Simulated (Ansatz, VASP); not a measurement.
# One calculation of La, two programs

```
La
1.0
    -2.12383    2.12383    2.12383
     2.12383   -2.12383    2.12383
     2.12383    2.12383   -2.12383
La
1
Cartesian
  0.0000 0.0000 0.0000
```

Alike in both runs: functional PBEsol; k mesh 9 × 9 × 9; occupations fermi-dirac, width 0.05 eV; non-collinear spin, spin-orbit coupling.

|  | VASP | Ansatz |
| --- | --- | --- |
| version | VASP 6.6.1 | Ansatz 0.2.0 |
| potentials or method | VASP PAW PBE potentials, release 64 (La) | Ansatz PAW |
| plane-wave cutoff (eV) | 520 | 420 |
| valence electrons in the cell | 11 | 11 |
| task | single point | band structure |

```csv
,VASP,Ansatz,Ansatz less VASP
pressure (GPa),-2.6,-2.5,+0.04
net moment per atom (μB),0.00,0.00,0.000
```

VASP's potentials were made for PBE, not for PBEsol. With one functional, cell and mesh, what is left measures potentials, basis and numerics.
